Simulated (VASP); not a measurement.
Runs of VASP 6.6.1 on Ge. The structure is that of space group Cmmm (No. 65), or close to it. The cells are those of the table. 

```tsv
cell	gap on the mesh (eV)	pressure (GPa)
a = 2.952, b = 2.952, c = 2.563 Å, angles 90.0, 90.0, 123.5°, 1 atom	none	3.4
a = 3.100, b = 3.100, c = 2.766 Å, angles 90.0, 90.0, 123.5°, 1 atom	none	-6.6
a = 2.878, b = 2.878, c = 2.833 Å, angles 90.0, 90.0, 123.5°, 1 atom	none	0.1
a = 2.952, b = 2.952, c = 2.766 Å, angles 90.0, 90.0, 123.5°, 1 atom	none	-2.2
a = 2.878, b = 2.878, c = 2.698 Å, angles 90.0, 90.0, 123.5°, 1 atom	none	(c)
a = 3.100, b = 3.100, c = 2.833 Å, angles 90.0, 90.0, 123.5°, 1 atom	none	-7.3
a = 3.026, b = 3.026, c = 2.563 Å, angles 90.0, 90.0, 123.5°, 1 atom	none	0.2
a = 2.878, b = 2.878, c = 2.766 Å, angles 90.0, 90.0, 123.5°, 1 atom	none	(b)
a = 3.026, b = 3.026, c = 2.833 Å, angles 90.0, 90.0, 123.5°, 1 atom	none	(a)
a = 2.952, b = 2.952, c = 2.631 Å, angles 90.0, 90.0, 123.5°, 1 atom	none	1.0
a = 3.100, b = 3.100, c = 2.698 Å, angles 90.0, 90.0, 123.5°, 1 atom	none	-5.5
```

Alike in all rows: task single point; level PBE; potentials or basis VASP PAW PBE potentials, release 64 (Ge_d); no spin polarisation; k mesh 20 × 20 × 18; cutoff (eV) 520; smearing gaussian 0.15 eV.

Task: Fill in the values left out.

Result: (a) -5.7; (b) 1.3; (c) 2.9.

A k mesh can miss the band edges, and the runs leave out spin-orbit coupling on Ge.

A gap of «none» marks levels without a gap at the run's occupations.
